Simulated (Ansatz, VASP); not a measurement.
One calculation of CaO, two programs

The input POSCAR:

```
CaO
1.0
    0.0501878095      2.3997869208      2.3997869208
    2.3997869208      0.0501878095      2.3997869208
    2.3997869208      2.3997869208      0.0501878095
Ca O
1 1
Direct
    0.0000000000      0.0000000000      0.0000000000
    0.5000000000      0.5000000000      0.5000000000
```

INCAR.step1

```
SYSTEM = CaO
ALGO = Normal
EDIFF = 1E-5
ENCUT = 1480
GGA = PE
GGA_COMPAT = .FALSE.
ISMEAR = 0
LASPH = .TRUE.
LCHARG = .FALSE.
LREAL = .FALSE.
LWAVE = .TRUE.
NBANDS = 15
NELM = 120
PREC = Accurate
SIGMA = 0.01
```

File INCAR.step2:

```
SYSTEM = CaO
ALGO = Normal
EDIFF = 1E-6
ENCUT = 1480
GGA_COMPAT = .FALSE.
ISIF = 2
ISMEAR = 0
ISTART = 1
LASPH = .TRUE.
LCHARG = .TRUE.
LELF = .TRUE.
LMIXTAU = .TRUE.
LREAL = .FALSE.
LVHAR = .TRUE.
LWAVE = .FALSE.
METAGGA = R2SCAN
NBANDS = 15
NELM = 120
PREC = Accurate
SIGMA = 0.01
```

File KPOINTS:

```
k-points
0
G
  10 10 10
  0 0 0
```

Input for Ansatz:

```yaml
crystal:
  lattice:
    - [0.0501878095, 2.3997869208, 2.3997869208]
    - [2.3997869208, 0.0501878095, 2.3997869208]
    - [2.3997869208, 2.3997869208, 0.0501878095]
  atoms:
    - { symbol: Ca, position: [0.0, 0.0, 0.0] }
    - { symbol: O, position: [0.5, 0.5, 0.5] }
kpoints:
  mp_grid: { grid: [10, 10, 10] }
  band_path:
    path:
      - [0.0, 0.0, 0.0]
      - [0.5, 0.0, 0.5]
      - [0.625, 0.25, 0.625]
      - [0.375, 0.375, 0.75]
      - [0.5, 0.5, 0.5]
      - [0.5, 0.25, 0.75]
      - [0.0, 0.5, 0.5]
    npoints: 1
hamiltonian:
  xc: r2scan
scf:
  occupations: { method: fixed }
  n_extra_bands: 4
output:
  forces: true
  stress: true
  eigenvalues: true
  write_density: true
  write_potential: true
  elf: true
  volumetric_format: npy
```

Change from the starting cell: epitaxial_111 strain -2.0%.

Alike in both runs: task single point; functional r2SCAN; k mesh 10 × 10 × 10; no spin polarisation.

|  | VASP | Ansatz |
| --- | --- | --- |
| version | VASP 6.6.1 | Ansatz 0.2.0 |
| potentials or method | VASP PAW PBE potentials, release 64 (Ca_sv, O_h) | plane waves, PAW |
| plane-wave cutoff (eV) | 1480 | 500 |
| occupations | gaussian, width 0.01 eV | fixed |
| valence electrons in the cell | 16 | 16 |

```csv
,VASP,Ansatz,Ansatz less VASP
gap on the k mesh at the Fermi level (eV),4.14,4.14,+0.008
pressure (GPa),4.7,3.6,-1.11
"traceless stress, the component that is largest in VASP (GPa)",-1.76,-1.78,-0.020
```

VASP's potentials were made for PBE, not for r2SCAN.
